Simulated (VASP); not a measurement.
# Ir (Fm-3m) in VASP: further runs, part 2 of 2

VASP 6.6.1. The steps go on from the part before.

## Step 4: Single point, PBE

This run uses another cell than the first one, of 14.06 Å³/atom, 1.064 times its volume.

INCAR

```
SYSTEM = Ir
PREC     = Accurate       ! precision mode
ENCUT    = 500            ! plane-wave cutoff, eV
EDIFF    = 1E-6           ! SCF threshold, eV
ISMEAR   = 1              ! smearing method
SIGMA    = 0.15           ! smearing width, eV
LREAL    = .False.        ! projectors in reciprocal space
LASPH    = .True.         ! aspherical terms in the spheres
NELM     = 120            ! most SCF steps
ALGO     = Normal         ! electronic algorithm
ISIF     = 2              ! what is computed and relaxed
LWAVE    = .False.        ! write WAVECAR
LCHARG   = .False.        ! write CHGCAR
GGA      = PE             ! functional
NBANDS   = 10             ! bands
GGA_COMPAT= .False.
```

KPOINTS

```
regular mesh
0
Gamma
  13 13 13
  0 0 0
```

POSCAR

```
Ir
1.0
    0.0000000000      1.9156000000      1.9156000000
    1.9156000000      0.0000000000      1.9156000000
    1.9156000000      1.9156000000      0.0000000000
Ir
1
Direct
    0.0000000000      0.0000000000      0.0000000000
```

Potentials or basis: VASP PAW PBE potentials, release 64 (Ir).

On the command line:

```
cat potpaw_PBE.64/Ir/POTCAR > POTCAR
mpirun -np 1 vasp_std > vasp.out
```

OUTCAR:

```text
SYSTEM = Ir
   PREC = Accurate
   ENCUT = 500
   EDIFF = 1E-6
   ISMEAR = 1
   LREAL = .False.
   LASPH = .True.
   NELM = 120
   ISIF = 2
   GGA = PE

 ion  position               nearest neighbor table
   1  0.000  0.000  0.000-

  LATTYP: Found a face centered cubic cell.
 ALAT       =     3.8312000000

  Lattice vectors:

 A1 = (   0.0000000000,   1.9156000000,   1.9156000000)
 A2 = (   1.9156000000,   0.0000000000,   1.9156000000)
 A3 = (   1.9156000000,   1.9156000000,   0.0000000000)

Analysis of symmetry for initial positions (statically):
=====================================================================
 Subroutine PRICEL returns:
 Original cell was already a primitive cell.

 Routine SETGRP: Setting up the symmetry group for a
 face centered cubic supercell.

 Subroutine GETGRP returns: Found 48 space group operations
 (whereof 48 operations were pure point group operations)
 out of a pool of 48 trial point group operations.

The static configuration has the point symmetry O_h .

Analysis of symmetry for dynamics (positions and initial velocities):
=====================================================================
 Subroutine PRICEL returns:
 Original cell was already a primitive cell.

 Routine SETGRP: Setting up the symmetry group for a
 face centered cubic supercell.

 Subroutine GETGRP returns: Found 48 space group operations
 (whereof 48 operations were pure point group operations)
 out of a pool of 48 trial point group operations.

The dynamic configuration has the point symmetry O_h .

 Subroutine INISYM returns: Found 48 space group operations
 (whereof 48 operations are pure point group operations),
 and found     1 'primitive' translations

----------------------------------------------------------------------------------------

                                     Primitive cell
[... 105 lines left out ...]
   EFERMI_NEDOS =   21; number of points for ismear=-14 and -15
   IALGO  =     38    algorithm
   IMIX   =      4    mixing-type and parameters
     AMIX     =   0.40;   BMIX     =  1.00
     AMIX_MAG =   1.60;   BMIX_MAG =  1.00
  volume/ion in A,a.u.               =      14.06        94.87
  Fermi-wavevector in a.u.,A,eV,Ry     =   1.410937  2.666284 27.085691  1.990742
  Thomas-Fermi vector in A             =   2.532839
   LORBIT       =      0    0 simple, 1 ext, 2 COOP (PROOUT), +10 PAW based schemes
   GGA     = PE    functional components
   LHFCALC =     F    Hartree Fock is set to
   AEXX    =    0.0000 exact exchange contribution
   IVDW    =     0    specifies the selected vdW correction
   LEPSILON=     F    determine dielectric tensor
   LRPA    =     F    only Hartree local field effects (RPA)
 non-spin polarized calculation
 Methfessel and Paxton  Order N= 1 SIGMA  =   0.15
  energy-cutoff  :      500.00
  volume of cell :       14.06
 maximum number of plane-waves:       366
   NGX =  9   NGY =  9   NGZ =  9

 number of electron       9.0000000 magnetization

 Free energy of the ion-electron system (eV)
  ---------------------------------------------------
  ext. energy  EPLUGINS =         0.00000000
  ---------------------------------------------------
  free energy    TOTEN  =        -8.82441667 eV

  energy without entropy =       -8.82365176  energy(sigma->0) =       -8.82416170

 E-fermi :  10.5319     XC(G=0): -14.0246

 val. band max:       10.5049880721   @ k =  -0.4615   0.4615   0.0000
 cond. band min:      10.5583648542   @ k =   0.3077   0.2308   0.0000
 fundamental gap:      0.0533767821
 Fermi energy:        10.5318627818

 k-point     1 :       0.0000    0.0000    0.0000
  band No.  band energies     occupation
      1      -0.6719      2.00000
      2       6.5955      2.00000
      3       6.5955      2.00000
      4       6.5955      2.00000
      5       9.3148      2.00000
      6       9.3148      2.00000
      7      24.8245      0.00000
      8      30.4536      0.00000
      9      30.4536      0.00000
     10      30.4536      0.00000
[... 287 lines left out ...]
 k-point    24 :       0.4615    0.1538    0.0000
  band No.  band energies     occupation
      1       3.1117      2.00000
      2       5.8493      2.00000
      3       6.9018      2.00000
      4       7.3965      2.00000
      5      11.5046     -0.00000
      6      12.6925     -0.00000
      7      19.2375      0.00000
      8      26.1374      0.00000
      9      29.0316      0.00000
     10      30.2843      0.00000

 [... further k-points ...]
[... 5 lines left out ...]
  --------------------------------------------------------------------------------------
  -------------------------------------------------------------------------------------
  Total        1.0887410      1.0887410      1.0887410      0.0000000      0.0000000      0.0000000
  in kB      124.0768237    124.0768237    124.0768237      0.0000000      0.0000000      0.0000000
  external PRESSURE =     124.0768237 kB  Pullay stress =       0.0000000 kB

 VOLUME and BASIS-vectors are now :
 -----------------------------------------------------------------------------
  energy-cutoff  :      500.00
  volume of cell :       14.06
      direct lattice vectors                 reciprocal lattice vectors
     0.000000000  1.915600000  1.915600000    -0.261014826  0.261014826  0.261014826
     1.915600000  0.000000000  1.915600000     0.261014826 -0.261014826  0.261014826
     1.915600000  1.915600000  0.000000000     0.261014826  0.261014826 -0.261014826

 POSITION                                       TOTAL-FORCE (eV/Angst)
 -----------------------------------------------------------------------------------
      0.00000      0.00000      0.00000        -0.000000      0.000000     -0.000000
 -----------------------------------------------------------------------------------
    total drift:                               -0.000000     -0.000000     -0.000000

  FREE ENERGIE OF THE ION-ELECTRON SYSTEM (eV)
  ---------------------------------------------------
  free  energy   TOTEN  =        -8.8244166689 eV

  energy  without entropy=       -8.8236517594  energy(sigma->0) =       -8.82416170
```

OSZICAR:

```text
N       E                     dE             d eps       ncg     rms          rms(c)
DAV:   1     0.475415694483E+02    0.47542E+02   -0.42327E+03  1704   0.792E+02
DAV:   2    -0.848651551652E+01   -0.56028E+02   -0.53492E+02  1716   0.196E+02
DAV:   3    -0.936309153601E+01   -0.87658E+00   -0.87472E+00  2000   0.299E+01
DAV:   4    -0.937061763145E+01   -0.75261E-02   -0.75251E-02  1898   0.257E+00
DAV:   5    -0.937076714980E+01   -0.14952E-03   -0.14951E-03  1914   0.348E-01    0.156E+01
DAV:   6    -0.891873895253E+01    0.45203E+00   -0.76454E-01  1882   0.108E+01    0.646E+00
DAV:   7    -0.883052041944E+01    0.88219E-01   -0.26546E-01  1972   0.586E+00    0.145E+00
DAV:   8    -0.882805088142E+01    0.24695E-02   -0.21061E-03  1832   0.480E-01    0.110E+00
DAV:   9    -0.882441221402E+01    0.36387E-02   -0.23841E-03  1906   0.684E-01    0.210E-02
DAV:  10    -0.882441534293E+01   -0.31289E-05   -0.14707E-05  2368   0.378E-02    0.271E-02
DAV:  11    -0.882441669034E+01   -0.13474E-05   -0.11550E-06  1406   0.122E-02    0.186E-03
DAV:  12    -0.882441666887E+01    0.21473E-07   -0.31486E-08   900   0.187E-03
   1 F= -.88244167E+01 E0= -.88241617E+01  d E =-.764909E-03
```

stdout:

```text
POSCAR found type information on POSCAR Ir
 POSCAR found :  1 types and       1 ions
 scaLAPACK will be used
 LDA part: xc-table for (Slater+PW92), standard interpolation
 POSCAR, INCAR and KPOINTS ok, starting setup
 FFT: planning ... GRIDC
 FFT: planning ... GRID_SOFT
 FFT: planning ... GRID
 WAVECAR not read
 entering main loop
```

Run time: 6.4 s. Hardware: 1 thread of AMD EPYC 9R45 (Zen 5), shared host; peak memory 0.1 GiB.

What came out:

```yaml
Free_energy: -8.8244 eV
Pressure: 12.4 GPa
```

Caveat: spin-orbit coupling is left out, which moves the levels of the heavy elements.

## Step 5: Single point, PBE

This run uses another cell than the first one, of 14.48 Å³/atom, 1.096 times its volume.

INCAR

```
SYSTEM = Ir
PREC = Accurate ; ENCUT = 500
EDIFF = 1E-6 ; ISMEAR = 1
SIGMA = 0.15 ; LREAL = .FALSE.
LASPH = .TRUE. ; NELM = 120
ALGO = Normal ; ISIF = 2
LWAVE = .FALSE. ; LCHARG = .FALSE.
GGA = PE ; NBANDS = 10
GGA_COMPAT = .FALSE.
```

KPOINTS

```
regular mesh
0
G
  13 13 13
  0 0 0
```

POSCAR

```
Ir
1.0
    0.0000000000      1.9345675702      1.9345675702
    1.9345675702      0.0000000000      1.9345675702
    1.9345675702      1.9345675702      0.0000000000
Ir
1
Direct
    0.0000000000      0.0000000000      0.0000000000
```

On the command line:

```
cat potpaw_PBE.64/Ir/POTCAR > POTCAR
mpirun -np 1 vasp_std > vasp.out
```

Run time: 6.6 s. Hardware: 1 thread of AMD EPYC 9R45 (Zen 5), shared host; peak memory 0.1 GiB.

It converged, with:

```
Free energy : -8.8420 eV
Pressure    : 1.1 GPa
```

Levels at points of the mesh, in eV from the Fermi level:
```csv
k point,band 1,band 2,band 3,band 4,band 5,band 6,band 7,band 8,band 9
"(0.00, 0.00, 0.00)",-10.88,-3.76,-3.76,-3.76,-1.17,-1.17,14.35,19.81,19.81
```

Caveat: spin-orbit coupling is left out, which moves the levels of the heavy elements.

## Step 6: Single point, PBE

This run uses another cell than the first one, of 14.90 Å³/atom, 1.128 times its volume.

INCAR

```
ALGO = Normal ; EDIFF = 1E-6
ENCUT = 500 ; GGA = PE
GGA_COMPAT = F ; ISIF = 2
ISMEAR = 1 ; LASPH = T
LCHARG = F ; LREAL = F
LWAVE = F ; NBANDS = 10
NELM = 120 ; PREC = Accurate
SIGMA = 0.15
```

KPOINTS

```
k-points
0
Gamma
  13 13 13
```

POSCAR

```
Ir
1.0
    0.0000000000      1.9531703226      1.9531703226
    1.9531703226      0.0000000000      1.9531703226
    1.9531703226      1.9531703226      0.0000000000
Ir
1
Direct
    0.0000000000      0.0000000000      0.0000000000
```

Potentials or basis: VASP PAW PBE potentials, release 64 (Ir).

On the command line:

```
cat potpaw_PBE.64/Ir/POTCAR > POTCAR
mpirun -np 1 vasp_std > vasp.out
```

OUTCAR:

```text
EDIFF = 1E-6
   ENCUT = 500
   GGA = PE
   ISIF = 2
   ISMEAR = 1
   LASPH = T
   LREAL = F
   NELM = 120
   PREC = Accurate

 ion  position               nearest neighbor table
   1  0.000  0.000  0.000-

  LATTYP: Found a face centered cubic cell.
 ALAT       =     3.9063406452

  Lattice vectors:

 A1 = (   0.0000000000,   1.9531703226,   1.9531703226)
 A2 = (   1.9531703226,   0.0000000000,   1.9531703226)
 A3 = (   1.9531703226,   1.9531703226,   0.0000000000)

Analysis of symmetry for initial positions (statically):
=====================================================================
 Subroutine PRICEL returns:
 Original cell was already a primitive cell.

 Routine SETGRP: Setting up the symmetry group for a
 face centered cubic supercell.

 Subroutine GETGRP returns: Found 48 space group operations
 (whereof 48 operations were pure point group operations)
 out of a pool of 48 trial point group operations.

The static configuration has the point symmetry O_h .

Analysis of symmetry for dynamics (positions and initial velocities):
=====================================================================
[... 157 lines left out ...]

 val. band max:        9.4979392879   @ k =  -0.3077   0.3077   0.0769
 cond. band min:       9.5401869207   @ k =  -0.4615   0.4615   0.0000
 fundamental gap:      0.0422476328
 Fermi energy:         9.5360736946

 k-point     1 :       0.0000    0.0000    0.0000
  band No.  band energies     occupation
      1      -1.0416      2.00000
      2       5.9397      2.00000
      3       5.9397      2.00000
      4       5.9397      2.00000
      5       8.4167      2.00000
      6       8.4167      2.00000
      7      23.9388      0.00000
      8      29.2231      0.00000
      9      29.2231      0.00000
     10      29.2231      0.00000
[... 287 lines left out ...]
 k-point    24 :       0.4615    0.1538    0.0000
  band No.  band energies     occupation
      1       2.6671      2.00000
      2       5.2722      2.00000
      3       6.1997      2.00000
      4       6.6818      2.00000
      5      10.4033     -0.00000
      6      11.5587     -0.00000
      7      17.7410      0.00000
      8      24.9970      0.00000
      9      27.4436      0.00000
     10      28.5655      0.00000

 [... further k-points ...]
[... 5 lines left out ...]
  --------------------------------------------------------------------------------------
  -------------------------------------------------------------------------------------
  Total       -0.7778582     -0.7778582     -0.7778582      0.0000000      0.0000000      0.0000000
  in kB      -83.6297216    -83.6297216    -83.6297216      0.0000000      0.0000000      0.0000000
  external PRESSURE =     -83.6297216 kB  Pullay stress =       0.0000000 kB

 VOLUME and BASIS-vectors are now :
 -----------------------------------------------------------------------------
  energy-cutoff  :      500.00
  volume of cell :       14.90
      direct lattice vectors                 reciprocal lattice vectors
     0.000000000  1.953170323  1.953170323    -0.255994060  0.255994060  0.255994060
     1.953170323  0.000000000  1.953170323     0.255994060 -0.255994060  0.255994060
     1.953170323  1.953170323  0.000000000     0.255994060  0.255994060 -0.255994060

 POSITION                                       TOTAL-FORCE (eV/Angst)
 -----------------------------------------------------------------------------------
      0.00000      0.00000      0.00000         0.000000      0.000000     -0.000000
 -----------------------------------------------------------------------------------
    total drift:                               -0.000000     -0.000000      0.000000

  FREE ENERGIE OF THE ION-ELECTRON SYSTEM (eV)
  ---------------------------------------------------
  free  energy   TOTEN  =        -8.8323546081 eV

  energy  without entropy=       -8.8314388165  energy(sigma->0) =       -8.83204934
```

OSZICAR:

```text
N       E                     dE             d eps       ncg     rms          rms(c)
DAV:   1     0.457401522098E+02    0.45740E+02   -0.42214E+03  1696   0.785E+02
DAV:   2    -0.850806145736E+01   -0.54248E+02   -0.51604E+02  1748   0.190E+02
DAV:   3    -0.939751799325E+01   -0.88946E+00   -0.88213E+00  1964   0.295E+01
DAV:   4    -0.940622279789E+01   -0.87048E-02   -0.87035E-02  1864   0.274E+00
DAV:   5    -0.940641257391E+01   -0.18978E-03   -0.18977E-03  1948   0.400E-01    0.132E+01
DAV:   6    -0.891726380139E+01    0.48915E+00   -0.92970E-01  1892   0.116E+01    0.523E+00
DAV:   7    -0.883800527897E+01    0.79259E-01   -0.26305E-01  1962   0.569E+00    0.149E+00
DAV:   8    -0.883577847558E+01    0.22268E-02   -0.20419E-03  1822   0.459E-01    0.114E+00
DAV:   9    -0.883234808276E+01    0.34304E-02   -0.21907E-03  1902   0.643E-01    0.158E-02
DAV:  10    -0.883235319006E+01   -0.51073E-05   -0.12745E-05  2322   0.341E-02    0.268E-02
DAV:  11    -0.883235461634E+01   -0.14263E-05   -0.11056E-06  1386   0.124E-02    0.127E-03
DAV:  12    -0.883235460809E+01    0.82470E-08   -0.31482E-08   890   0.195E-03
   1 F= -.88323546E+01 E0= -.88320493E+01  d E =-.915792E-03
```

stdout:

```text
POSCAR found type information on POSCAR Ir
 POSCAR found :  1 types and       1 ions
 scaLAPACK will be used
 LDA part: xc-table for (Slater+PW92), standard interpolation
 POSCAR, INCAR and KPOINTS ok, starting setup
 FFT: planning ... GRIDC
 FFT: planning ... GRID_SOFT
 FFT: planning ... GRID
 WAVECAR not read
 entering main loop
```

Wall time 6.6 s (1 thread of AMD EPYC 9R45 (Zen 5), shared host); peak memory 0.1 GiB.

Results:

```yaml
Free_energy: -8.8324 eV
Pressure: -8.4 GPa
```

Caveat: spin-orbit coupling is left out, which moves the levels of the heavy elements.

## Step 7: Summary

```tsv
cell	gap on the mesh (eV)	pressure (GPa)
a = 2.654 Å, angles 60.0°, 1 atom	none	42.0
a = 2.682 Å, angles 60.0°, 1 atom	none	25.9
a = 2.709 Å, angles 60.0°, 1 atom	none	12.4
a = 2.736 Å, angles 60.0°, 1 atom	none	1.1
a = 2.762 Å, angles 60.0°, 1 atom	none	-8.4
```

Alike in all rows: task single point; level PBE; potentials or basis VASP PAW PBE potentials, release 64 (Ir); no spin polarisation; k mesh 13 × 13 × 13; cutoff (eV) 500; smearing methfessel-paxton 0.15 eV.

Caveats: spin-orbit coupling is left out, which moves the levels of the heavy elements.

Absolute energies hang on the potentials; compare differences alone.
